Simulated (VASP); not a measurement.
Here is a VASP 6.6.1 calculation.

INCAR

```
SYSTEM = In2O3
ALGO = Normal
EDIFF = 1E-7
ENCUT = 520
GGA = PE
ISIF = 2
ISMEAR = -1
LASPH = .TRUE.
LCHARG = .FALSE.
LREAL = .FALSE.
LWAVE = .FALSE.
NBANDS = 55
NELM = 100
PREC = Accurate
SIGMA = 0.02
```

File KPOINTS:

```
k-points
0
G
  6 6 6
  0 0 0
```

Contents of POSCAR:

```
In2O3
1.0
    2.7814436969      1.6058672672      4.9019936606
   -2.7814436969      1.6058672672      4.9019936606
    0.0000000000     -3.2117345343      4.9019936606
In O
4 6
Direct
    0.6433033904      0.6433033904      0.6433033904
    0.8566966096      0.8566966096      0.8566966096
    0.3566966096      0.3566966096      0.3566966096
    0.1433033904      0.1433033904      0.1433033904
    0.0468720687      0.7500000000      0.4531279313
    0.7500000000      0.4531279313      0.0468720687
    0.4531279313      0.0468720687      0.7500000000
    0.9531279313      0.2500000000      0.5468720687
    0.5468720687      0.9531279313      0.2500000000
    0.2500000000      0.5468720687      0.9531279313
```

Potentials or basis: VASP PAW PBE potentials, release 64 (In_d, O).

Run with:

```console
$ cat potpaw_PBE.64/In_d/POTCAR potpaw_PBE.64/O/POTCAR > POTCAR
$ mpirun -np 1 vasp_std > vasp.out
```

Task: Predict the band gap on the k mesh.

Result: 1.02 eV, indirect (least direct gap 1.09 eV).

Task: Estimate the pressure.

Result: 1.7 GPa.

Stress tensor (GPa, compression positive):
```
1.64 0.00 0.00
0.00 1.64 0.00
0.00 0.00 1.88
```

Caveat: the cell differs from its parent crystal (strain +1.0%); spin-orbit coupling is left out, which moves the levels of the heavy elements. A k mesh can miss the band edges.
